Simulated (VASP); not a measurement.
Here is a VASP 6.6.1 calculation.

The input POSCAR:

```
BaTiO3
1.0
    3.9855000000      0.0000000000      0.0000000000
    0.0000000000      2.8369000000     -2.8451500000
    0.0000000000      2.8369000000      2.8451500000
Ba Ti O
1 1 3
Direct
    0.0000000000      0.0000000000      0.0000000000
    0.5000000000      0.4876000000      0.5124000000
    0.0000000000      0.5126000000      0.4874000000
    0.5000000000      0.0081600000      0.5052400000
    0.5000000000      0.4947600000      0.9918400000
```

File INCAR.step1:

```
PREC = Accurate
ENCUT = 660
ISMEAR = 0
SIGMA = 0.01
LREAL = False
LASPH = True
NELM = 200
LMAXMIX = 4
LDAU = True
LDAUTYPE = 2
LDAUL = -1 2 -1
LDAUU = 0 3 0
LDAUJ = 0 0 0
NBANDS = 28
GGA = PE
ALGO = Normal
EDIFF = 1E-5
LWAVE = True
LCHARG = False
GGA_COMPAT = False
```

The input INCAR.step2:

```
PREC = Accurate
ENCUT = 660
EDIFF = 1E-6
ISMEAR = 0
SIGMA = 0.01
LREAL = False
LASPH = True
NELM = 200
ALGO = Normal
ISIF = 2
LWAVE = False
LCHARG = False
LMAXMIX = 4
LDAU = True
LDAUTYPE = 2
LDAUL = -1 2 -1
LDAUU = 0 3 0
LDAUJ = 0 0 0
LDAUPRINT = 1
METAGGA = R2SCAN
LMIXTAU = True
NBANDS = 28
ISTART = 1
GGA_COMPAT = False
```

File KPOINTS:

```
regular mesh
0
Gamma
  6 6 6
```

Potentials or basis: VASP PAW PBE potentials, release 64 (Ba_sv, Ti_sv, O).

The run is started by

```console
$ cat potpaw_PBE.64/Ba_sv/POTCAR potpaw_PBE.64/Ti_sv/POTCAR potpaw_PBE.64/O/POTCAR > POTCAR
$ cp INCAR.step1 INCAR
$ mpirun -np 1 vasp_std > vasp.out
$ cp INCAR.step2 INCAR
$ mpirun -np 1 vasp_std > vasp.out
```

Q: Estimate the band gap on the k mesh.

A: 2.62 eV (least direct gap 2.87 eV).

Q: What does it give for the pressure?

A: 3.3 GPa.

Forces on the atoms (eV/Å):
```
Ba   0.000  0.000  0.172
Ti   0.000  0.000 -0.348
O    0.000  0.000  0.276
O    0.000 -0.222 -0.050
O    0.000  0.222 -0.050
```

Caveat: the cell stands under pressure; the PAW data sets were made with another functional, which shifts forces and pressure a little; spin-orbit coupling is left out, which moves the levels of the heavy elements. A k mesh can miss the band edges.
